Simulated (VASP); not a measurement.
# Zr2B3 (P6/mmm) in VASP: a series of runs

Zr2B3 is run at these levels: PBE; tasks: relaxation of cell and atoms, single point.

Everything below comes from runs of VASP 6.6.1. Logs are shortened: lines on timing, memory, paths and dates and some standing lists are left out, and cuts for length are marked.

### Step 1. The cell of the first run

The structure is hexagonal, space group P6/mmm (No. 191). Conventional cell: a = 3.696 Å, b = 3.696 Å, c = 5.111 Å, α = 90.00°, β = 90.00°, γ = 120.00°. Zr (site symmetry -6m2) has 3 Zr at 2.13 Å and 6 B at 2.46 Å within 2.8 Å. Within 1.8 Å of B (site symmetry 6mm) lie 1 B at 1.33 Å. Within 1.8 Å of B (site symmetry 6/mmm) lie 2 B at 1.33 Å.

The cell was built from a structure type or drawn by symmetry, and may not be a known phase.

### Step 2. Relaxation of cell and atoms, PBE

INCAR reads:

```
PREC     = Accurate       # precision mode
ENCUT    = 600            # plane-wave cutoff, eV
EDIFF    = 1E-6           # SCF threshold, eV
ISMEAR   = 0              # smearing method
SIGMA    = 0.1            # smearing width, eV
LREAL    = False          # projectors in reciprocal space
LASPH    = True           # aspherical terms in the spheres
NELM     = 60             # most SCF steps
ALGO     = Normal         # electronic algorithm
ISIF     = 3              # what is computed and relaxed
LWAVE    = False          # write WAVECAR
LCHARG   = False          # write CHGCAR
GGA      = PE             # functional
IBRION   = 2              # ionic algorithm
NSW      = 90             # ionic steps
EDIFFG   = -0.04          # ionic threshold
```

KPOINTS reads:

```
regular mesh
0
Gamma
  6 6 4
```

POSCAR reads:

```
Zr2B3
1.0
    3.6964238100      0.0000000000      0.0000000000
   -1.8482119100      3.2011969200      0.0000000000
    0.0000000000      0.0000000000      5.1107686900
Zr B
2 3
Direct
    0.3333333300      0.6666666700      0.5000000000
    0.6666666700      0.3333333300      0.5000000000
    0.0000000000      0.0000000000      0.7404500100
    0.0000000000      0.0000000000      0.2595499900
    0.0000000000      0.0000000000      0.0000000000
```

Potentials or basis: VASP PAW PBE potentials, release 64 (Zr_sv, B).

The run is started by

```
$ cat potpaw_PBE.64/Zr_sv/POTCAR potpaw_PBE.64/B/POTCAR > POTCAR
$ mpirun -np 1 vasp_std > vasp.out
```

OUTCAR:

```text
PREC = Accurate
   ENCUT = 600
   EDIFF = 1E-6
   ISMEAR = 0
   LREAL = False
   LASPH = True
   NELM = 60
   ISIF = 3
   GGA = PE
   IBRION = 2
   NSW = 90
   EDIFFG = -0.04

 ion  position               nearest neighbor table
   1  0.333  0.667  0.500-   2 2.13   2 2.13   2 2.13   4 2.46   3 2.46   4 2.46   3 2.46   4 2.46
                             3 2.46
   2  0.667  0.333  0.500-   1 2.13   1 2.13   1 2.13   4 2.46   3 2.46   3 2.46   4 2.46   3 2.46
                             4 2.46
   3  0.000  0.000  0.740-   5 1.33   2 2.46   1 2.46   2 2.46   1 2.46   2 2.46   1 2.46
   4  0.000  0.000  0.260-   5 1.33   2 2.46   1 2.46   2 2.46   1 2.46   2 2.46   1 2.46
   5  0.000  0.000  0.000-   3 1.33   4 1.33

  LATTYP: Found a hexagonal cell.
 ALAT       =     3.6964238100
 C/A-ratio  =     1.3826251947

  Lattice vectors:

 A1 = (   3.6964238100,   0.0000000000,   0.0000000000)
 A2 = (  -1.8482119100,   3.2011969200,   0.0000000000)
 A3 = (   0.0000000000,   0.0000000000,   5.1107686900)

Analysis of symmetry for initial positions (statically):
=====================================================================
 Subroutine PRICEL returns:
 Original cell was already a primitive cell.

 Routine SETGRP: Setting up the symmetry group for a
 hexagonal supercell.

 Subroutine GETGRP returns: Found 24 space group operations
 (whereof 24 operations were pure point group operations)
 out of a pool of 24 trial point group operations.

The static configuration has the point symmetry D_6h.

Analysis of symmetry for dynamics (positions and initial velocities):
=====================================================================
 Subroutine PRICEL returns:
 Original cell was already a primitive cell.

 Routine SETGRP: Setting up the symmetry group for a
 hexagonal supercell.

 Subroutine GETGRP returns: Found 24 space group operations
 (whereof 24 operations were pure point group operations)
 out of a pool of 24 trial point group operations.

The dynamic configuration has the point symmetry D_6h.

 Subroutine INISYM returns: Found 24 space group operations
 (whereof 24 operations are pure point group operations),
 and found     1 'primitive' translations

----------------------------------------------------------------------------------------

                                     Primitive cell

  volume of cell :      60.4756

  direct lattice vectors                    reciprocal lattice vectors
     3.696423810  0.000000000  0.000000000     0.270531749  0.156191579  0.000000000
    -1.848211910  3.201196920  0.000000000     0.000000000  0.312383157  0.000000000
     0.000000000  0.000000000  5.110768690     0.000000000  0.000000000  0.195665283

  length of vectors
     3.696423810  3.696423810  5.110768690     0.312383157  0.312383157  0.195665283

  position of ions in fractional coordinates (direct lattice)
     0.333333330  0.666666670  0.500000000
     0.666666670  0.333333330  0.500000000
     0.000000000  0.000000000  0.740450010
     0.000000000  0.000000000  0.259549990
     0.000000000  0.000000000  0.000000000

  ion indices of the primitive-cell ions
   primitive index   ion index
                 1           1
                 2           2
                 3           3
                 4           4
                 5           5

----------------------------------------------------------------------------------------

 KPOINTS: regular mesh

Automatic generation of k-mesh.
 Grid dimensions read from file:
 generate k-points for:    6    6    4

 Generating k-lattice:

  Cartesian coordinates                     Fractional coordinates (reciprocal lattice)
     0.045088625  0.026031930  0.000000000     0.166666667  0.000000000  0.000000000
     0.000000000  0.052063859  0.000000000     0.000000000  0.166666667  0.000000000
     0.000000000  0.000000000  0.048916321     0.000000000  0.000000000  0.250000000

  Length of vectors
     0.052063860  0.052063859  0.048916321

  Shift w.r.t. Gamma in fractional coordinates (k-lattice)
     0.000000000  0.000000000  0.000000000

 Subroutine IBZKPT returns following result:
 ===========================================

 Found     21 irreducible k-points:

 Following reciprocal coordinates:
            Coordinates               Weight
  0.000000  0.000000  0.000000      1.000000
  0.166667  0.000000  0.000000      6.000000
  0.333333 -0.000000  0.000000      6.000000
  0.500000  0.000000  0.000000      3.000000
  0.166667  0.166667  0.000000      6.000000
  0.333333  0.166667  0.000000     12.000000
[... 13 lines left out ...]
  0.333333  0.166667  0.500000     12.000000
  0.333333  0.333333  0.500000      2.000000
   k-points           NKPTS =     21   k-points in BZ     NKDIM =     21   number of bands    NBANDS=     20
   number of dos      NEDOS =    301   number of ions     NIONS =      5
   total plane-waves  NPLWV =  37800
   dimension x,y,z NGX =    30 NGY =   30 NGZ =   42
[... 23 lines left out ...]
   TEBEG  =    0.0;   TEEND  =   0.0 temperature during run
   PSTRESS=    0.0 pullay stress
   NELECT =      33.0000    total number of electrons
   NUPDOWN=      -1.0000    fix difference up-down
   EMIN   =  10.00;   EMAX   =-10.00  energy-range for DOS
   EFERMI =   0.00;   METHOD = LEGACY
   ISMEAR =     0;   SIGMA  =   0.10  broadening in eV -4-tet -1-fermi 0-gaus
   EFERMI_NEDOS =   21; number of points for ismear=-14 and -15
   IALGO  =     38    algorithm
   IMIX   =      4    mixing-type and parameters
     AMIX     =   0.40;   BMIX     =  1.00
     AMIX_MAG =   1.60;   BMIX_MAG =  1.00
  volume/ion in A,a.u.               =      12.10        81.62
  Fermi-wavevector in a.u.,A,eV,Ry     =   1.337784  2.528045 24.349887  1.789666
  Thomas-Fermi vector in A             =   2.466306
   LORBIT       =      0    0 simple, 1 ext, 2 COOP (PROOUT), +10 PAW based schemes
   GGA     = PE    functional components
   LHFCALC =     F    Hartree Fock is set to
   AEXX    =    0.0000 exact exchange contribution
   IVDW    =     0    specifies the selected vdW correction
   LEPSILON=     F    determine dielectric tensor
   LRPA    =     F    only Hartree local field effects (RPA)
 conjugate gradient relaxation of ions
 non-spin polarized calculation
 Gauss-broadening in eV      SIGMA  =   0.10
  energy-cutoff  :      600.00
  volume of cell :       60.48
 maximum number of plane-waves:      2067
 NGX is ok and might be reduce to    30
   NGX = 15   NGY = 15   NGZ = 21

--------------------------------------- Ionic step        1  -------------------------------------------

 number of electron      32.9999999 magnetization

 Free energy of the ion-electron system (eV)
  ---------------------------------------------------
  ext. energy  EPLUGINS =         0.00000000
  ---------------------------------------------------
  free energy    TOTEN  =       -24.01573900 eV

  energy without entropy =      -23.99376936  energy(sigma->0) =      -24.00475418

------------------------ aborting loop because EDIFF is reached ----------------------------------------

  FORCE on cell =-STRESS in cart. coord.  units (eV):
  Direction    XX          YY          ZZ          XY          YZ          ZX
  --------------------------------------------------------------------------------------
  -------------------------------------------------------------------------------------
  Total       33.9863195     33.9863195     30.6015198     -0.0000001     -0.0000000     -0.0000000
  in kB      900.3976314    900.3976299    810.7243241     -0.0000014     -0.0000000     -0.0000000
  external PRESSURE =     870.5065285 kB  Pullay stress =       0.0000000 kB
[... 26 lines left out ...]
--------------------------------------- Ionic step        2  -------------------------------------------

 number of electron      33.0000005 magnetization

 E-fermi :   1.9997     XC(G=0):  -7.9603

 val. band max:        1.9665419895   @ k =   0.3333   0.3333   0.0000
 cond. band min:       2.0098457565   @ k =   0.3333   0.3333   0.2500
 fundamental gap:      0.0433037670
 Fermi energy:         1.9997040755

 k-point     1 :       0.0000    0.0000    0.0000
  band No.  band energies     occupation
      1     -47.2296      2.00000
      2     -46.9571      2.00000
      3     -25.6075      2.00000
      4     -25.6075      2.00000
      5     -25.2790      2.00000
      6     -25.0227      2.00000
[... 543 lines left out ...]
  FREE ENERGIE OF THE ION-ELECTRON SYSTEM (eV)
  ---------------------------------------------------
  free  energy   TOTEN  =       -30.8948826711 eV

  energy  without entropy=      -30.8843551559  energy(sigma->0) =      -30.88961891

 E-fermi :   5.5564     XC(G=0):  -9.8766

 val. band max:        5.5550003788   @ k =   0.3333   0.3333   0.0000
 cond. band min:       5.5820825497   @ k =   0.1667   0.0000   0.2500
 fundamental gap:      0.0270821709
 Fermi energy:         5.5564364009

 k-point     1 :       0.0000    0.0000    0.0000
  band No.  band energies     occupation
      1     -43.5602      2.00000
      2     -43.0747      2.00000
      3     -22.1727      2.00000
      4     -22.1727      2.00000
      5     -21.6180      2.00000
      6     -21.1909      2.00000
[... 472 lines left out ...]
     19       5.3697      1.99171
     20       7.7549      0.00000

[... ionic steps 4 to 12 ...]

--------------------------------------- Ionic step       13  -------------------------------------------

 number of electron      33.0000002 magnetization

------------------------ aborting loop because EDIFF is reached ----------------------------------------
[... 73 lines left out ...]
--------------------------------------- Ionic step       15  -------------------------------------------

 number of electron      33.0000003 magnetization

 Free energy of the ion-electron system (eV)
  ---------------------------------------------------
  ext. energy  EPLUGINS =         0.00000000
  ---------------------------------------------------
  free energy    TOTEN  =       -33.73244407 eV

  energy without entropy =      -33.71872447  energy(sigma->0) =      -33.72558427

 E-fermi :   6.0380     XC(G=0): -10.0918

 val. band max:        6.0181862531   @ k =   0.1667   0.0000   0.2500
 cond. band min:       6.0674487262   @ k =   0.3333  -0.0000   0.5000
 fundamental gap:      0.0492624732
 Fermi energy:         6.0380083693

 k-point     1 :       0.0000    0.0000    0.0000
  band No.  band energies     occupation
      1     -43.1016      2.00000
      2     -42.4430      2.00000
      3     -21.8778      2.00000
      4     -21.8778      2.00000
      5     -21.1019      2.00000
      6     -20.5412      2.00000
[... 504 lines left out ...]
  FREE ENERGIE OF THE ION-ELECTRON SYSTEM (eV)
  ---------------------------------------------------
  free  energy   TOTEN  =       -33.7324440663 eV

  energy  without entropy=      -33.7187244742  energy(sigma->0) =      -33.72558427

 reached required accuracy - stopping structural energy minimisation
```

Run time: 9.4 min. Hardware: 1 thread of Intel Xeon 8259CL, shared host; peak memory 0.21 GiB.

What came out:

```yaml
Free_energy: -33.7324 eV
Relaxed_volume: 16.55 Å³/atom
Relaxed_cell: a = 4.507 Å, b = 4.507 Å, c = 4.704 Å, α = 90.00°, β = 90.00°, γ = 120.00°
Space_group_after_relaxing_to_0.1_Å: P6/mmm (No. 191)
Energy_gained_by_relaxing: 1943.3 meV/atom
Ionic_steps: 15
Pressure_after_relaxing: 0.1 GPa
Largest_force_after_relaxing: 0.023 eV/Å
Band_gap_on_the_k_mesh: zero (an odd number of electrons rules out a gap without spin polarisation)
```

Forces in eV/Å, atoms in the order of the input:
```
Zr   0.000  0.000  0.000
Zr   0.000  0.000  0.000
B    0.000  0.000  0.023
B    0.000  0.000 -0.023
B    0.000  0.000  0.000
```

Stress tensor (GPa, compression positive):
```
0.03 0.00 0.00
0.00 0.03 0.00
0.00 0.00 0.34
```

Step by step:
| step | energy change (eV) | largest force (eV/Å) | pressure (GPa) | volume (Å³) |
| --- | --- | --- | --- | --- |
| 1 | 0.0000 | 11.3441 | 87.05 | 60.48 |
| 2 | -2.9844 | 0.2125 | -14.38 | 138.13 |
| 3 | -6.8791 | 0.7778 | -3.06 | 89.66 |
| 4 | -6.9086 | 0.7476 | -1.75 | 88.25 |
| 5 | -6.9280 | 0.6925 | 0.55 | 86.07 |
| 6 | -9.0930 | 2.1428 | -8.95 | 91.94 |
| 7 | -9.1860 | 2.7375 | -8.85 | 92.71 |
| 8 | -9.0463 | 5.5912 | 4.50 | 82.97 |
| 9 | -9.5943 | 0.7189 | -3.84 | 87.59 |
| 10 | -9.5954 | 0.5749 | -3.60 | 87.41 |
| 11 | -9.6980 | 0.9717 | -1.12 | 83.67 |
| 12 | -9.7017 | 0.7465 | -1.60 | 84.25 |
| 13 | -9.6986 | 0.8827 | 1.30 | 81.69 |
| 14 | -9.7160 | 0.0352 | -0.30 | 83.02 |
| 15 | -9.7167 | 0.0225 | 0.13 | 82.75 |

Final structure:
```cif
data_structure
_symmetry_space_group_name_H-M 'P 1'
_symmetry_Int_Tables_number 1
_cell_length_a 4.5071
_cell_length_b 4.5071
_cell_length_c 4.7037
_cell_angle_alpha 90.000
_cell_angle_beta 90.000
_cell_angle_gamma 120.000
_cell_volume 82.75
loop_
_atom_site_label
_atom_site_type_symbol
_atom_site_fract_x
_atom_site_fract_y
_atom_site_fract_z
_atom_site_occupancy
Zr1 Zr 0.33333 0.66667 0.50000 1
Zr2 Zr 0.66667 0.33333 0.50000 1
B1 B 0.00000 0.00000 0.66778 1
B2 B 0.00000 0.00000 0.33222 1
B3 B 0.00000 0.00000 0.00000 1
```

Levels at points of the mesh, in eV from the Fermi level:
| k point | band 14 | band 15 | band 16 | band 17 | band 18 | band 19 |
| --- | --- | --- | --- | --- | --- | --- |
| (0.00, 0.00, 0.00) | -0.28 | -0.28 | -0.16 | 0.99 | 0.99 | 1.40 |
| (0.50, 0.00, 0.00) | -1.65 | -1.12 | -0.82 | -0.08 | 0.43 | 0.76 |
| (0.00, 0.00, 0.50) | -1.39 | -1.39 | -0.63 | -0.63 | 1.12 | 1.47 |
| (0.50, 0.00, 0.50) | -2.91 | -2.68 | -1.04 | 0.14 | 1.17 | 1.32 |

Caveat: the volume moved by over 15 % at a fixed basis, so the end points are rough.

### Step 3. Single point, PBE

This run uses another cell than the first one, of 16.65 Å³/atom.

INCAR reads:

```
PREC = Accurate
ENCUT = 520
EDIFF = 1E-7
ISMEAR = 0
SIGMA = 0.1
LREAL = F
LASPH = T
NELM = 80
ALGO = Normal
ISIF = 2
LWAVE = F
LCHARG = F
GGA = PE
NBANDS = 24
```

KPOINTS reads:

```
regular mesh
0
Gamma
  12 12 8
```

POSCAR reads:

```
Zr2B3
1.0
    4.5247380060      0.0000000000      0.0000000000
   -2.2623690030      3.9185380587      0.0000000000
    0.0000000000      0.0000000000      4.6966115171
Zr B
2 3
Direct
    0.3333333333      0.6666666667      0.5000000000
    0.6666666667      0.3333333333      0.5000000000
    0.0000000000      0.0000000000      0.6674604312
    0.0000000000      0.0000000000      0.3325395688
    0.0000000000      0.0000000000      0.0000000000
```

Potentials or basis: VASP PAW PBE potentials, release 64 (Zr_sv, B).

The run is started by

```
$ cat potpaw_PBE.64/Zr_sv/POTCAR potpaw_PBE.64/B/POTCAR > POTCAR
$ mpirun -np 1 vasp_std > vasp.out
```

Wall time 5.3 min (1 thread of Intel Xeon 8259CL, shared host); peak memory 0.31 GiB.

The run converged. Its results:

- Free energy: -33.7328 eV
- Pressure: 0.1 GPa
- Largest force: 0.005 eV/Å
- Band gap on the k mesh: zero (an odd number of electrons rules out a gap without spin polarisation)

Forces on the atoms (eV/Å):
```
Zr   0.000  0.000  0.000
Zr   0.000  0.000  0.000
B    0.000  0.000  0.005
B    0.000  0.000 -0.005
B    0.000  0.000  0.000
```

Stress tensor (GPa, compression positive):
```
 0.12  0.00  0.00
 0.00  0.12  0.00
 0.00  0.00 -0.04
```

Levels at points of the mesh, in eV from the Fermi level:
```
           k point  band 13  band 14  band 15  band 16  band 17  band 18  band 19  band 20
(0.00, 0.00, 0.00)    -4.07    -0.30    -0.30    -0.23     0.97     0.97     1.32     1.32
(0.50, 0.00, 0.00)    -3.79    -1.65    -1.16    -0.85    -0.12     0.41     0.72     0.99
(0.00, 0.00, 0.50)    -3.47    -1.43    -1.43    -0.66    -0.66     1.07     1.39     1.39
(0.50, 0.00, 0.50)    -3.16    -2.93    -2.71    -1.08     0.11     1.09     1.29     2.04
```

### Step 4. Relaxation of cell and atoms, PBE

This run uses another cell than the first one, of 16.53 Å³/atom.

INCAR reads:

```
PREC = Accurate
ENCUT = 600
EDIFF = 1E-7
ISMEAR = 0
SIGMA = 0.1
LREAL = F
LASPH = T
NELM = 60
ALGO = Normal
ISIF = 3
LWAVE = F
LCHARG = F
GGA = PE
IBRION = 2
NSW = 100
EDIFFG = -0.01
```

KPOINTS reads:

```
Automatic mesh
0
Gamma
  12 12 8
```

POSCAR reads:

```
Zr2B3
1.0
    4.5023111763      0.0000000000      0.0000000000
   -2.2511555881      3.8991158544      0.0000000000
    0.0000000000      0.0000000000      4.7080093125
Zr B
2 3
Direct
    0.3333333333      0.6666666667      0.5000000000
    0.6666666667      0.3333333333      0.5000000000
    0.0000000000      0.0000000000      0.6678723527
    0.0000000000      0.0000000000      0.3321276473
    0.0000000000      0.0000000000      0.0000000000
```

The run is started by

```
$ cat potpaw_PBE.64/Zr_sv/POTCAR potpaw_PBE.64/B/POTCAR > POTCAR
$ mpirun -np 1 vasp_std > vasp.out
```

Run time: 19 min. Hardware: 1 thread of Intel Xeon 8259CL, shared host; peak memory 0.35 GiB.

Results (log left out):

* Free energy: -33.7356 eV
* Relaxed volume: 16.67 Å³/atom
* Relaxed cell: a = 4.527 Å, b = 4.527 Å, c = 4.697 Å, α = 90.00°, β = 90.00°, γ = 120.00°
* Space group after relaxing (to 0.1 Å): P6/mmm (No. 191)
* Energy gained by relaxing: 0.9 meV/atom
* Ionic steps: 6
* Pressure after relaxing: 0.0 GPa
* Largest force after relaxing: 0.005 eV/Å
* Band gap on the k mesh: zero (an odd number of electrons rules out a gap without spin polarisation)

Forces on the atoms (eV/Å):
```
Zr   0.000  0.000  0.000
Zr   0.000  0.000  0.000
B    0.000  0.000  0.005
B    0.000  0.000 -0.005
B    0.000  0.000  0.000
```

The path:
```csv
step,energy change (eV),largest force (eV/Å),pressure (GPa),volume (Å³)
1,0.0000,0.0816,0.62,82.65
2,-0.0039,0.1317,-0.01,83.42
3,-0.0043,0.0773,0.14,83.23
4,-0.0040,0.1653,-0.09,83.44
5,-0.0044,0.0081,0.05,83.30
6,-0.0044,0.0053,-0.03,83.37
```

Final structure:
```cif
data_structure
_symmetry_space_group_name_H-M 'P 1'
_symmetry_Int_Tables_number 1
_cell_length_a 4.5273
_cell_length_b 4.5273
_cell_length_c 4.6968
_cell_angle_alpha 90.000
_cell_angle_beta 90.000
_cell_angle_gamma 120.000
_cell_volume 83.37
loop_
_atom_site_label
_atom_site_type_symbol
_atom_site_fract_x
_atom_site_fract_y
_atom_site_fract_z
_atom_site_occupancy
Zr1 Zr 0.33333 0.66667 0.50000 1
Zr2 Zr 0.66667 0.33333 0.50000 1
B1 B 0.00000 0.00000 0.66745 1
B2 B 0.00000 0.00000 0.33255 1
B3 B 0.00000 0.00000 0.00000 1
```

Levels at points of the mesh, in eV from the Fermi level:
```
           k point  band 14  band 15  band 16  band 17  band 18  band 19
(0.00, 0.00, 0.00)    -0.30    -0.30    -0.24     0.98     0.98     1.31
(0.50, 0.00, 0.00)    -1.64    -1.16    -0.85    -0.12     0.42     0.72
(0.00, 0.00, 0.50)    -1.42    -1.42    -0.66    -0.66     1.06     1.39
(0.50, 0.00, 0.50)    -2.92    -2.71    -1.08     0.11     1.09     1.29
```

### Step 5. Summary

```tsv
task	cell	k mesh	cutoff (eV)	gap on the mesh (eV)	pressure (GPa)	relaxed volume (Å³/atom)	largest force (eV/Å)
relaxation of cell and atoms	relaxed from a = 3.696, b = 3.696, c = 5.111 Å, angles 90.0, 90.0, 120.0°, 5 atoms, atomic positions A	6 × 6 × 4	600	none	0.1	16.55	0.02
single point	a = 4.525, b = 4.525, c = 4.697 Å, angles 90.0, 90.0, 120.0°, 5 atoms, atomic positions B	12 × 12 × 8	520	none	0.1	-	0.01
relaxation of cell and atoms	relaxed from a = 4.502, b = 4.502, c = 4.708 Å, angles 90.0, 90.0, 120.0°, 5 atoms, atomic positions B	12 × 12 × 8	600	none	0.0	16.67	0.01
```

Alike in all rows: level PBE; potentials or basis VASP PAW PBE potentials, release 64 (Zr_sv, B); no spin polarisation; smearing gaussian 0.1 eV.

Caveats: the volume moved by over 15 % at a fixed basis, so the end points are rough (at least some runs).

Absolute energies hang on the potentials; compare differences alone.
